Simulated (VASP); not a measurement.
# CoSi (Pm-3m) in VASP: notebook

CoSi is run at these levels: PBE; tasks: single point.

Program: VASP 6.6.1. These are calculated values, not measurements. Logs are shortened: lines on timing, memory, paths and dates and some standing lists are left out, and cuts for length are marked.

### Step 1. The cell of the first run

It takes space group Pm-3m (No. 221, cubic). The conventional cell has a = 2.635 Å, b = 2.635 Å, c = 2.635 Å, α = 90.00°, β = 90.00°, γ = 90.00°. Co (site symmetry m-3m) has 8 Si at 2.28 Å and 6 Co at 2.63 Å within 3.0 Å. Within 3.0 Å of Si (site symmetry m-3m) lie 8 Co at 2.28 Å and 6 Si at 2.63 Å.

### Step 2. Single point, PBE (9.14 Å³/atom)

INCAR

```
ALGO = Normal ; EDIFF = 1E-6
ENCUT = 520 ; GGA = PE
ISIF = 2 ; ISMEAR = -1
LASPH = T ; LCHARG = T
LELF = T ; LREAL = F
LVHAR = T ; LWAVE = F
NBANDS = 14 ; NELM = 80
PREC = Accurate ; SIGMA = 0.03
```

KPOINTS

```
k-points
0
Gamma
  14 14 14
```

POSCAR

```
CoSi
1.0
    2.6346693552      0.0000000000      0.0000000000
    0.0000000000      2.6346693552      0.0000000000
    0.0000000000      0.0000000000      2.6346693552
Co Si
1 1
Direct
    0.0000000000      0.0000000000      0.0000000000
    0.5000000000      0.5000000000      0.5000000000
```

Potentials or basis: VASP PAW PBE potentials, release 64 (Co, Si).

Command:

```sh
$ cat potpaw_PBE.64/Co/POTCAR potpaw_PBE.64/Si/POTCAR > POTCAR
$ mpirun -np 1 vasp_std > vasp.out
```

OUTCAR:

```text
EDIFF = 1E-6
   ENCUT = 520
   GGA = PE
   ISIF = 2
   ISMEAR = -1
   LASPH = T
   LREAL = F
   NELM = 80
   PREC = Accurate

 ion  position               nearest neighbor table
   1  0.000  0.000  0.000-   2 2.28   2 2.28   2 2.28   2 2.28   2 2.28   2 2.28   2 2.28   2 2.28

   2  0.500  0.500  0.500-   1 2.28   1 2.28   1 2.28   1 2.28   1 2.28   1 2.28   1 2.28   1 2.28

  LATTYP: Found a simple cubic cell.
 ALAT       =     2.6346693552

  Lattice vectors:

 A1 = (   2.6346693552,   0.0000000000,   0.0000000000)
 A2 = (   0.0000000000,   2.6346693552,   0.0000000000)
 A3 = (   0.0000000000,   0.0000000000,   2.6346693552)

Analysis of symmetry for initial positions (statically):
=====================================================================
 Subroutine PRICEL returns:
 Original cell was already a primitive cell.

 Routine SETGRP: Setting up the symmetry group for a
 simple cubic supercell.

 Subroutine GETGRP returns: Found 48 space group operations
 (whereof 48 operations were pure point group operations)
 out of a pool of 48 trial point group operations.

The static configuration has the point symmetry O_h .

Analysis of symmetry for dynamics (positions and initial velocities):
=====================================================================
 Subroutine PRICEL returns:
 Original cell was already a primitive cell.

 Routine SETGRP: Setting up the symmetry group for a
 simple cubic supercell.

 Subroutine GETGRP returns: Found 48 space group operations
 (whereof 48 operations were pure point group operations)
 out of a pool of 48 trial point group operations.

The dynamic configuration has the point symmetry O_h .

 Subroutine INISYM returns: Found 48 space group operations
 (whereof 48 operations are pure point group operations),
 and found     1 'primitive' translations

----------------------------------------------------------------------------------------

                                     Primitive cell

  volume of cell :      18.2885

  direct lattice vectors                    reciprocal lattice vectors
     2.634669355  0.000000000  0.000000000     0.379554269  0.000000000  0.000000000
     0.000000000  2.634669355  0.000000000     0.000000000  0.379554269  0.000000000
[... 91 lines left out ...]
   ISIF   =      2    stress and relaxation
   ISYM   =      2    0-nonsym 1-usesym 2-fastsym
   POTIM  = 0.5000    time-step for ionic-motion
   TEBEG  =    0.0;   TEEND  =   0.0 temperature during run
   PSTRESS=    0.0 pullay stress
   NELECT =      13.0000    total number of electrons
   NUPDOWN=      -1.0000    fix difference up-down
   EMIN   =  10.00;   EMAX   =-10.00  energy-range for DOS
   EFERMI =   0.00;   METHOD = LEGACY
   ISMEAR =    -1;   SIGMA  =   0.03  broadening in eV -4-tet -1-fermi 0-gaus
   EFERMI_NEDOS =   21; number of points for ismear=-14 and -15
   IALGO  =     38    algorithm
   IMIX   =      4    mixing-type and parameters
     AMIX     =   0.40;   BMIX     =  1.00
     AMIX_MAG =   1.60;   BMIX_MAG =  1.00
  volume/ion in A,a.u.               =       9.14        61.71
  Fermi-wavevector in a.u.,A,eV,Ry     =   1.461044  2.760972 29.043653  2.134648
  Thomas-Fermi vector in A             =   2.577422
   LORBIT       =      0    0 simple, 1 ext, 2 COOP (PROOUT), +10 PAW based schemes
   GGA     = PE    functional components
   LHFCALC =     F    Hartree Fock is set to
   AEXX    =    0.0000 exact exchange contribution
   IVDW    =     0    specifies the selected vdW correction
   LEPSILON=     F    determine dielectric tensor
   LRPA    =     F    only Hartree local field effects (RPA)
 non-spin polarized calculation
  energy-cutoff  :      520.00
  volume of cell :       18.29
 maximum number of plane-waves:       508
 NGX is ok and might be reduce to    20
   NGX =  9   NGY =  9   NGZ =  9

 number of electron      12.9999992 magnetization

 Free energy of the ion-electron system (eV)
  ---------------------------------------------------
  ext. energy  EPLUGINS =         0.00000000
  ---------------------------------------------------
  free energy    TOTEN  =       -12.84562582 eV

  energy without entropy =      -12.84054476  energy(sigma->0) =      -12.84308529

 E-fermi :  15.5873     XC(G=0): -13.7875

 val. band max:       15.5824603045   @ k =   0.2857   0.0000   0.0000
 cond. band min:      15.5890772607   @ k =   0.4286   0.2143   0.2143
 fundamental gap:      0.0066169563
 Fermi energy:        15.5873084000

 k-point     1 :       0.0000    0.0000    0.0000
  band No.  band energies     occupation
      1      -0.1463      2.00000
      2      10.8201      2.00000
      3      10.8201      2.00000
      4      14.0321      2.00000
      5      14.0321      2.00000
      6      14.0321      2.00000
      7      19.1480      0.00000
      8      19.1480      0.00000
      9      19.1480      0.00000
     10      23.6582      0.00000
     11      23.6582      0.00000
     12      30.9190      0.00000
     13      37.0479      0.00000
     14      37.0479      0.00000
[... 377 lines left out ...]
      1       3.3531      2.00000
      2       8.4386      2.00000
      3      11.0662      2.00000
      4      12.3360      2.00000
      5      12.8458      2.00000
      6      13.6285      2.00000
      7      15.5123      1.84810
      8      18.8513      0.00000
      9      23.0310      0.00000
     10      23.7985      0.00000
     11      26.6150      0.00000
     12      29.3391      0.00000
     13      32.3796      0.00000
     14      33.6092      0.00000

 [... further k-points ...]

------------------------ aborting loop because EDIFF is reached ----------------------------------------

  FORCE on cell =-STRESS in cart. coord.  units (eV):
  Direction    XX          YY          ZZ          XY          YZ          ZX
  --------------------------------------------------------------------------------------
  -------------------------------------------------------------------------------------
  Total        5.6646569      5.6646569      5.6646569     -0.0000000     -0.0000000     -0.0000000
  in kB      496.2560732    496.2560732    496.2560732     -0.0000000     -0.0000000     -0.0000000
  external PRESSURE =     496.2560732 kB  Pullay stress =       0.0000000 kB

 VOLUME and BASIS-vectors are now :
 -----------------------------------------------------------------------------
  energy-cutoff  :      520.00
  volume of cell :       18.29
      direct lattice vectors                 reciprocal lattice vectors
     2.634669355  0.000000000  0.000000000     0.379554269  0.000000000  0.000000000
     0.000000000  2.634669355  0.000000000     0.000000000  0.379554269  0.000000000
     0.000000000  0.000000000  2.634669355     0.000000000  0.000000000  0.379554269

 POSITION                                       TOTAL-FORCE (eV/Angst)
 -----------------------------------------------------------------------------------
      0.00000      0.00000      0.00000         0.000000      0.000000      0.000000
      1.31733      1.31733      1.31733         0.000000      0.000000      0.000000
 -----------------------------------------------------------------------------------
    total drift:                               -0.000000      0.000000      0.000000

  FREE ENERGIE OF THE ION-ELECTRON SYSTEM (eV)
  ---------------------------------------------------
  free  energy   TOTEN  =       -12.8456258221 eV

  energy  without entropy=      -12.8405447591  energy(sigma->0) =      -12.84308529
```

Run time: 19 s. Hardware: 1 thread of Intel Xeon Platinum 8259CL at 2.50GHz (Skylake/Cascade Lake), shared host; peak memory 0.15 GiB.

Results:

```
Free energy            : -12.8456 eV
Pressure               : 49.6 GPa
Band gap on the k mesh : zero (an odd number of electrons rules out a gap without spin polarisation)
```

Caveat: the cell stands under pressure; the run has no spin polarisation, though such a crystal can be magnetic.

### Step 3. Single point, PBE (9.68 Å³/atom)

This run uses another cell than the first one, of 9.68 Å³/atom.

INCAR

```
ALGO     = Normal         # electronic algorithm
EDIFF    = 1E-6           # SCF threshold, eV
ENCUT    = 520            # plane-wave cutoff, eV
GGA      = PE             # functional
ISIF     = 2              # what is computed and relaxed
ISMEAR   = -1             # smearing method
LASPH    = T              # aspherical terms in the spheres
LCHARG   = T              # write CHGCAR
LELF     = T              # ELF
LREAL    = F              # projectors in reciprocal space
LVHAR    = T            
LWAVE    = F              # write WAVECAR
NBANDS   = 14             # bands
NELM     = 100            # most SCF steps
PREC     = Accurate       # precision mode
SIGMA    = 0.03           # smearing width, eV
```

KPOINTS is that of step 2.

POSCAR

```
CoSi
1.0
    2.6853484520      0.0000000000      0.0000000000
    0.0000000000      2.6853484520      0.0000000000
    0.0000000000      0.0000000000      2.6853484520
Co Si
1 1
Direct
    0.0000000000      0.0000000000      0.0000000000
    0.5000000000      0.5000000000      0.5000000000
```

Potentials or basis: VASP PAW PBE potentials, release 64 (Co, Si).

Command:

```sh
$ cat potpaw_PBE.64/Co/POTCAR potpaw_PBE.64/Si/POTCAR > POTCAR
$ mpirun -np 1 vasp_std > vasp.out
```

Run time: 19 s. Hardware: 1 thread of Intel Xeon Platinum 8259CL at 2.50GHz (Skylake/Cascade Lake), shared host; peak memory 0.15 GiB.

Results (log left out):

* Free energy: -13.1017 eV
* Pressure: 27.7 GPa
* Band gap on the k mesh: zero (an odd number of electrons rules out a gap without spin polarisation)

Levels at points of the mesh, in eV from the Fermi level:
```
           k point  band 3  band 4  band 5  band 6  band 7  band 8  band 9  band 10  band 11  band 12
(0.00, 0.00, 0.00)   -4.35   -1.42   -1.42   -1.42    3.38    3.38    3.38     7.93     7.93    14.16
(0.50, 0.00, 0.00)   -3.40   -2.90   -2.90   -1.23   -0.16    6.57    9.15     9.15     9.92     9.92
(0.50, 0.50, 0.00)   -5.68   -4.43   -2.40   -2.40   -0.51    2.15    2.29     9.05    14.38    15.45
(0.50, 0.50, 0.50)   -6.54   -0.95   -0.46   -0.46    1.23    1.23    1.23     4.15     4.15     4.15
```

Caveat: the cell stands under pressure; the run has no spin polarisation, though such a crystal can be magnetic. Spin polarisation is off, so any magnetic state and its effect on volume and gap are missing.

### Step 4. Single point, PBE (10.22 Å³/atom)

This run uses another cell than the first one, of 10.22 Å³/atom.

INCAR

```
  PREC = Accurate
  ENCUT = 520
  EDIFF = 1E-6
  ISMEAR = -1
  SIGMA = 0.03
  LREAL = False
  LASPH = True
  NELM = 100
  ALGO = Normal
  ISIF = 2
  LWAVE = False
  LCHARG = False
  GGA = PE
  NBANDS = 14
```

KPOINTS

```
regular mesh
0
Gamma
  14 14 14
```

POSCAR

```
CoSi
1.0
    2.7341836370      0.0000000000      0.0000000000
    0.0000000000      2.7341836370      0.0000000000
    0.0000000000      0.0000000000      2.7341836370
Co Si
1 1
Direct
    0.0000000000      0.0000000000      0.0000000000
    0.5000000000      0.5000000000      0.5000000000
```

Command:

```sh
$ cat potpaw_PBE.64/Co/POTCAR potpaw_PBE.64/Si/POTCAR > POTCAR
$ mpirun -np 1 vasp_std > vasp.out
```

Wall time 18 s (1 thread of Intel Xeon Platinum 8259CL at 2.50GHz (Skylake/Cascade Lake), shared host); peak memory 0.15 GiB.

It converged, with:

* Free energy: -13.2307 eV
* Pressure: 11.4 GPa
* Band gap on the k mesh: zero (an odd number of electrons rules out a gap without spin polarisation)

Levels at points of the mesh, in eV from the Fermi level:
| k point | band 5 | band 6 | band 7 | band 8 | band 9 | band 10 |
| --- | --- | --- | --- | --- | --- | --- |
| (0.00, 0.00, 0.00) | -1.30 | -1.30 | 3.22 | 3.22 | 3.22 | 7.79 |
| (0.50, 0.00, 0.00) | -2.68 | -1.13 | -0.15 | 6.66 | 8.64 | 8.64 |
| (0.50, 0.50, 0.00) | -2.19 | -2.19 | -0.46 | 1.89 | 2.17 | 8.58 |
| (0.50, 0.50, 0.50) | -0.42 | -0.42 | 1.33 | 1.33 | 1.33 | 3.91 |

Caveat: the cell stands under pressure; the run has no spin polarisation, though such a crystal can be magnetic.

### Step 5. Summary

| cell | gap on the mesh (eV) | pressure (GPa) |
| --- | --- | --- |
| a = 2.635 Å, 2 atoms | none | 49.6 |
| a = 2.685 Å, 2 atoms | none | 27.7 |
| a = 2.734 Å, 2 atoms | none | 11.4 |

Alike in all rows: task single point; level PBE; potentials or basis VASP PAW PBE potentials, release 64 (Co, Si); no spin polarisation; k mesh 14 × 14 × 14; cutoff (eV) 520; smearing fermi-dirac 0.03 eV.

Caveats: the cell stands under pressure; the run has no spin polarisation, though such a crystal can be magnetic.

Total energies depend on the potentials used, so only differences within one code and one set of settings carry meaning.
